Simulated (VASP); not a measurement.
A run of VASP 6.6.1 is set up as follows.

INCAR

```
SYSTEM = CaS
  PREC = Accurate
  ENCUT = 500
  EDIFF = 1E-6
  ISMEAR = 0
  SIGMA = 0.1
  LREAL = .FALSE.
  LASPH = .TRUE.
  NELM = 120
  ALGO = Normal
  ISIF = 2
  LWAVE = .FALSE.
  LCHARG = .TRUE.
  GGA = PE
  IVDW = 12
  LELF = .TRUE.
  LVHAR = .TRUE.
  NBANDS = 15
  GGA_COMPAT = .FALSE.
```

File KPOINTS:

```
regular mesh
0
G
  4 4 4
  0 0 0
```

File POSCAR:

```
CaS
1.0
    0.0000000000      2.8523742917      2.8523742917
    2.8523742917      0.0000000000      2.8523742917
    2.8523742917      2.8523742917      0.0000000000
Ca S
1 1
Direct
    0.0000000000      0.0000000000      0.0000000000
    0.5000000000      0.5000000000      0.5000000000
```

Potentials or basis: VASP PAW PBE potentials, release 64 (Ca_sv, S).

Launch:

```sh
$ cat potpaw_PBE.64/Ca_sv/POTCAR potpaw_PBE.64/S/POTCAR > POTCAR
$ mpirun -np 1 vasp_std > vasp.out
```

(1) Predict the dispersion energy per atom.

(2) Predict the pressure.

(3) Predict the band gap on the k mesh.

## Answers

(1) -0.333 eV.

(2) -1.9 GPa.

(3) 2.36 eV (least direct gap 3.16 eV).

Caveat: the k points lie up to 0.48 Å⁻¹ apart.
